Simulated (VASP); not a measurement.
ZnO, 4 atoms in the cell. Symmetry: P6_3mc, No. 186, hexagonal system. Conventional cell: a = 3.178 Å, b = 3.178 Å, c = 5.130 Å, α = 90.00°, β = 90.00°, γ = 120.00°. Zn (site symmetry 3m) has 4 O at 1.94 Å within 2.6 Å. Within 2.6 Å of O (site symmetry 3m) lie 4 Zn at 1.94 Å.  This cell differs from its parent crystal: volume scaled by 0.91, then relaxed in part.

| Property | Result |
| --- | --- |
| Program | VASP 6.6.1 |
| Task | single point |
| Functional | PBE |
| Potentials or basis | VASP PAW PBE potentials, release 64 (Zn, O) |
| Cutoff | 520 eV |
| k mesh | 12 × 12 × 6 |
| Occupations | gaussian, width 0.02 eV |
| Spin | no spin polarisation |
| Dipole correction | no |
| Further INCAR settings | ALGO = Normal; EDIFF = 1e-06; NBANDS = 26 |

Potentials or basis: VASP PAW PBE potentials, release 64 (Zn, O).

Run with:

```bash
$ cat potpaw_PBE.64/Zn/POTCAR potpaw_PBE.64/O/POTCAR > POTCAR
$ mpirun -np 1 vasp_std > vasp.out
```

Hardware: 1 thread of Intel(R) Xeon(R) 6975P-C (Granite Rapids), on a shared host.

Problem. How long does it take, and how much memory?

Solution. Wall time 29 s on 1 thread of Intel(R) Xeon(R) 6975P-C (Granite Rapids), with other jobs on the host, peak memory 0.2 GiB. Counts: scf iterations 15, k points 76.
